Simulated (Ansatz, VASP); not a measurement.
AlNi3: VASP beside Ansatz

Contents of POSCAR:

```
AlNi3
1.0
    3.4541652671      0.0000000000      0.0000000000
    0.0000000000      3.4541652671      0.0000000000
    0.0000000000      0.0000000000      3.4541652671
Al Ni
1 3
Direct
    0.0000000000      0.0000000000      0.0000000000
    0.0000000000      0.5000000000      0.5000000000
    0.5000000000      0.0000000000      0.5000000000
    0.5000000000      0.5000000000      0.0000000000
```

The input INCAR.step1:

```
PREC = Accurate
ENCUT = 520
ISMEAR = 0
SIGMA = 0.1
LREAL = False
LASPH = True
NELM = 150
ISPIN = 2
MAGMOM = 0 0.4 0.4 0.4
LMAXMIX = 4
NBANDS = 28
GGA = PE
ALGO = Normal
EDIFF = 1E-4
LWAVE = True
LCHARG = False
```

File INCAR.step2:

```
PREC = Accurate
ENCUT = 520
EDIFF = 1E-6
ISMEAR = 0
SIGMA = 0.1
LREAL = False
LASPH = True
NELM = 150
ALGO = Normal
ISIF = 2
LWAVE = False
LCHARG = False
ISPIN = 2
MAGMOM = 0 0.4 0.4 0.4
LORBIT = 11
LMAXMIX = 4
METAGGA = R2SCAN
LMIXTAU = True
NBANDS = 28
ISTART = 1
```

The input KPOINTS:

```
Automatic mesh
0
Gamma
  12 12 12
```

Input for Ansatz:

```yaml
crystal:
  lattice:
    - [3.4541652982, 0.0, 0.0]
    - [0.0, 3.4541652982, 0.0]
    - [0.0, 0.0, 3.4541652982]
  atoms:
    - { symbol: Al, position: [0.0, 0.0, 0.0] }
    - { symbol: Ni, position: [0.0, 0.5, 0.5], spin: 0.4 }
    - { symbol: Ni, position: [0.5, 0.0, 0.5], spin: 0.4 }
    - { symbol: Ni, position: [0.5, 0.5, 0.0], spin: 0.4 }
basis:
  ecutwfc: 500
kpoints:
  mp_grid: { grid: [12, 12, 12] }
hamiltonian:
  xc: r2scan
scf:
  occupations: { method: gaussian, width: 0.1 }
output:
  forces: true
  stress: true
  eigenvalues: true
  populations: true
magnetization:
  spin_polarized: true
```

Alike in both runs: task single point; functional r2SCAN; k mesh 12 × 12 × 12; occupations gaussian, width 0.1 eV; collinear spin.

```csv
,VASP,Ansatz
version,VASP 6.6.1,Ansatz 0.2.0
potentials or method,"VASP PAW PBE potentials, release 64 (Al, Ni), cutoff 520 eV","scalar-relativistic, plane waves, PAW"
valence electrons in the cell,33,57
```

VASP gave:

| Quantity | Value |
| --- | --- |
| gap on the k mesh at the Fermi level (eV) | none |
| pressure (GPa) | 14.4 |
| net moment per atom (μB) | 0.21 |
| size of the moment on the site where the two differ most (μB) | 0.31 |

Question: Which values does Ansatz return?

Answer: gap on the k mesh at the Fermi level (eV): none; pressure (GPa): 14.4; net moment per atom (μB): 0.22; size of the moment on the site where the two differ most (μB): 0.35.

VASP's potentials were made for PBE, not for r2SCAN. Site moments also hang on the region over which each program counts them. A gap of «none» marks a metal or a gap that the smearing closes. VASP's potentials hold 33 valence electrons a cell and Ansatz's 57, so a difference there can come from the potentials and not from the codes. Ansatz's warnings: stability check not made.
